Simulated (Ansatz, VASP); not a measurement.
## Two plane-wave programs on SiC

```
Si C
1.0
     0.00000    2.18981    2.18981
     2.18981    0.00000    2.18981
     2.18981    2.18981    0.00000
Si C
1 1
Direct
  0.00000 0.00000 0.00000
  0.25000 0.25000 0.25000
```

Alike in both runs: functional PBE; k mesh 10 × 10 × 10; occupations gaussian, width 0.02 eV; no spin polarisation.

Ansatz relaxed the structure, and its values are those at the end. VASP's run is a single point on that final structure, the one shown.

```csv
,VASP,Ansatz
version,VASP 6.6.1,Ansatz 0.2.0
potentials or method,"VASP PAW PBE potentials, release 64 (Si, C), cutoff 600 eV","scalar-relativistic, plane waves, PAW"
valence electrons in the cell,8,8
```

|  | VASP | Ansatz | Ansatz less VASP |
| --- | --- | --- | --- |
| gap on the k mesh at the Fermi level (eV) | 1.37 | 1.37 | +0.002 |
| least direct gap on the mesh (eV) | 4.53 | 4.53 | +0.008 |
| pressure (GPa) | -0.2 | 0.0 | +0.17 |
